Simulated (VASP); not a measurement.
A run of VASP 6.6.1 is set up as follows.

The input INCAR:

```
SYSTEM = AgCl
ALGO = Normal ; EDIFF = 1E-6
ENCUT = 520 ; GGA = CA
ISIF = 2 ; ISMEAR = -1
LASPH = .True. ; LCHARG = .True.
LELF = .True. ; LREAL = .False.
LVHAR = .True. ; LWAVE = .False.
NBANDS = 16 ; NELM = 60
PREC = Accurate ; SIGMA = 0.05
```

Contents of KPOINTS:

```
k-points
0
Gamma
  8 8 8
  0 0 0
```

Contents of POSCAR:

```
AgCl
1.0
    0.0000000000      2.7350000000      2.7350000000
    2.7350000000      0.0000000000      2.7350000000
    2.7350000000      2.7350000000      0.0000000000
Ag Cl
1 1
Direct
    0.0000000000      0.0000000000      0.0000000000
    0.5000000000      0.5000000000      0.5000000000
```

Potentials or basis: VASP PAW LDA potentials, release 64 (Ag, Cl).

Command:

```bash
$ cat potpaw_LDA.64/Ag/POTCAR potpaw_LDA.64/Cl/POTCAR > POTCAR
$ mpirun -np 1 vasp_std > vasp.out
```

Task: What does it give for the band gap on the k mesh?

Result: 0.64 eV, indirect (least direct gap 3.11 eV).

Task: What does it give for the pressure?

Result: -3.8 GPa.

A k mesh can miss the band edges. Expect the measured gap to be larger: semilocal functionals such as LDA lack the derivative discontinuity.
